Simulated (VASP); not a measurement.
The system is BiO5.

```
Bi O
1.0
     3.43501    0.00000    0.00000
    -1.71750    2.97480    0.00000
     0.00000    0.00000   10.69441
Bi O
1 5
Cartesian
  0.0000 0.0000 0.0000
  1.7175 0.9916 9.4356
  0.0000 0.0000 5.9779
  1.7175 0.9916 5.3472
  0.0000 0.0000 4.7165
  1.7175 0.9916 1.2589
```

The cell was generated, and may not be a known phase.

```yaml
Program: VASP 6.6.1
Task: relaxation of cell and atoms
Functional: PBE
Potentials_or_basis: VASP PAW PBE potentials, release 64 (Bi_d, O)
Cutoff: 600 eV
k_mesh: 12 × 12 × 4
Occupations: gaussian, width 0.1 eV
Spin: no spin polarisation
```

At the start: pressure 0.6 GPa; volume 18.21 Å³/atom.

Question: Where does the relaxation end?

Answer: Over 26 steps the energy falls by 2.1 meV/atom and the volume is 17.05 Å³/atom (-6.4 %); space group P-6m2 (No. 187, to 0.1 Å) before and after.

The path:
```tsv
step	energy change (eV)	largest force (eV/Å)	pressure (GPa)	volume (Å³)
1	0.0000	0.6197	0.64	109.28
2	0.0404	1.5012	-2.18	110.43
3	-0.0049	0.0167	-0.10	109.55
4	-0.0049	0.0175	-0.08	109.54
5	-0.0049	0.0223	-0.07	109.54
6	-0.0050	0.0230	-0.05	109.42
7	-0.0054	0.0371	0.01	109.06
8	-0.0058	0.0659	0.15	108.35
9	-0.0058	0.1258	0.42	106.93
10	-0.0060	0.0954	0.28	107.65
11	-0.0060	0.0948	0.27	107.63
12	-0.0062	0.0923	0.26	107.55
13	-0.0065	0.0871	0.24	107.39
14	-0.0070	0.0771	0.19	107.07
15	-0.0080	0.1143	0.11	106.43
16	-0.0092	0.2155	-0.05	105.15
17	-0.0095	0.3833	-0.31	102.58
18	-0.0099	0.2730	-0.14	104.10
19	-0.0102	0.2531	-0.12	103.94
20	-0.0110	0.1897	-0.06	103.46
21	-0.0119	0.0565	0.07	102.50
22	-0.0120	0.0271	0.13	102.06
23	-0.0120	0.0267	0.13	102.10
24	-0.0121	0.0239	0.12	102.12
25	-0.0122	0.0163	0.08	102.17
26	-0.0123	0.0077	0.01	102.28
```

Final structure:
```xyz
6
Lattice="3.4347 0.0000 0.0000 -1.7173 2.9745 0.0000 0.0000 0.0000 10.0111" Properties=species:S:1:pos:R:3 pbc="T T T"
Bi    0.0000    0.0000   10.0111
O     1.7173    0.9915    8.7488
O     0.0000    0.0000    5.6443
O     1.7173    0.9915    5.0055
O     1.7173    2.9745    4.3667
O     1.7173    0.9915    1.2623
```

Caveat: an odd number of electrons without spin polarisation forces a metal; a magnetic or distorted state may lie lower.
